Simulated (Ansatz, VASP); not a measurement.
**ReP2: VASP beside Ansatz**

Contents of INCAR:

```
PREC = Accurate
ENCUT = 520
EDIFF = 1E-7
ISMEAR = 0
SIGMA = 0.1
LREAL = F
LASPH = T
NELM = 100
ALGO = Normal
ISIF = 2
LWAVE = F
LCHARG = T
GGA = PE
LELF = T
LVHAR = T
NBANDS = 16
```

File KPOINTS:

```
regular mesh
0
Gamma
  4 4 4
```

Contents of POSCAR:

```
ReP2
1.0
    3.8016080800      0.0000000000      0.0000000000
    0.0000000000      3.8016080800      0.0000000000
    0.0000000000      0.0000000000      5.3762857100
Re P
1 2
Direct
    0.0000000000      0.0000000000      0.0000000000
    0.5000000000      0.0000000000      0.2500000000
    0.0000000000      0.5000000000      0.7500000000
```

Input for Ansatz:

```yaml
crystal:
  lattice:
    - [3.80160808, 0.0, 0.0]
    - [0.0, 3.80160808, 0.0]
    - [0.0, 0.0, 5.37628571]
  atoms:
    - { symbol: Re, position: [0.0, 0.0, 0.0] }
    - { symbol: P, position: [0.5, 0.0, 0.25] }
    - { symbol: P, position: [0.0, 0.5, 0.75] }
basis:
  ecutwfc: 420
kpoints:
  mp_grid: { grid: [4, 4, 4] }
hamiltonian:
  xc: pbe
scf:
  occupations: { method: gaussian, width: 0.1 }
  lower_state_search: "off"
output:
  forces: true
  stress: true
  eigenvalues: true
```

Change from the starting cell: ordered vacancies on the cation sites of zinc blende (P-4m2, No. 115).

Alike in both runs: task single point; functional PBE; k mesh 4 × 4 × 4; occupations gaussian, width 0.1 eV; no spin polarisation.

|  | VASP | Ansatz |
| --- | --- | --- |
| version | VASP 6.6.1 | Ansatz 0.2.0 |
| potentials or method | VASP PAW PBE potentials, release 64 (Re, P), cutoff 520 eV | scalar-relativistic, plane waves, PAW |
| valence electrons in the cell | 17 | 25 |

Ansatz gave:

- gap on the k mesh at the Fermi level (eV): none
- pressure (GPa): -8.1
- traceless stress, the component that is largest in VASP (GPa): 1.91
- rms of the force components (eV/Å): 0.542

Problem. What did VASP give for the same quantities?

Solution. gap on the k mesh at the Fermi level (eV): none; pressure (GPa): -7.9; traceless stress, the component that is largest in VASP (GPa): 1.94; rms of the force components (eV/Å): 0.517.

Atom by atom the forces differ by 0.025 eV/Å (rms over components). A gap of «none» marks a metal or a gap that the smearing closes. VASP's potentials hold 17 valence electrons a cell and Ansatz's 25, so a difference there can come from the potentials and not from the codes.

The k mesh is coarse, so the values compare programs but aren't converged. Spin-orbit coupling is off throughout.
